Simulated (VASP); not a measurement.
Wanted: the native input for a VASP 6.6.1 run.

```yaml
Task: single point
Functional: PBEsol
Potentials_or_basis: VASP PAW PBE potentials, release 64 (Ta_pv, V_sv, N)
Cutoff: 520 eV
k_mesh: 7 × 7 × 5
Occupations: fermi-dirac, width 0.05 eV
Spin: collinear spin, ferromagnetic start
Starting_moments: "[0.0, 2.5, 0.0, 0.0] μB"
Fixed_moment: 2.5 μB
Dipole_correction: no
Further_INCAR_settings: ALGO = Normal; EDIFF = 1e-06; NBANDS = 29
```

The structure of TaVN2 lies in POSCAR:

```
TaVN2
1.0
    3.0498670000      0.0000000000      0.0000000000
    0.0000000000      3.0498670000      0.0000000000
    0.0000000000      0.0000000000      4.2960620000
Ta V N
1 1 2
Direct
    0.0000000000      0.0000000000      0.0000000000
    0.5000000000      0.5000000000      0.5000000000
    0.5000000000      0.5000000000      0.0000000000
    0.0000000000      0.0000000000      0.5000000000
```

These files were run (other wordings do the same):

INCAR

```
SYSTEM = TaVN2
PREC = Accurate
ENCUT = 520
EDIFF = 1E-6
ISMEAR = -1
SIGMA = 0.05
LREAL = .False.
LASPH = .True.
NELM = 150
ALGO = Normal
ISIF = 2
LWAVE = .False.
LCHARG = .False.
ISPIN = 2
MAGMOM = 0 2.5 0 0
LORBIT = 11
NUPDOWN = 2.5
LMAXMIX = 4
GGA = PS
NBANDS = 29
```

KPOINTS

```
Automatic mesh
0
Gamma
  7 7 5
  0 0 0
```

Potentials or basis: VASP PAW PBE potentials, release 64 (Ta_pv, V_sv, N).

Command:

```bash
$ cat potpaw_PBE.64/Ta_pv/POTCAR potpaw_PBE.64/V_sv/POTCAR potpaw_PBE.64/N/POTCAR > POTCAR
$ mpirun -np 1 vasp_std > vasp.out
```

Results of the run:

```json
{
 "Pressure": "-3.1 GPa",
 "Net moment": "2.50 μB per cell",
 "Site moments": "Ta +0.22; V +1.88; N +0.05 μB",
 "Valence electrons inside the program's atomic spheres": "Ta 8.95; V 11.60; N 3.76, 3.72"
}
```

Caveat: the PAW data sets were made with another functional, which shifts forces and pressure a little; the total moment is fixed, so each spin has its own Fermi level.

Wall time 61 s on 1 thread of Intel(R) Xeon(R) Platinum 8488C (Sapphire Rapids), with other jobs on the host, peak memory 0.2 GiB.
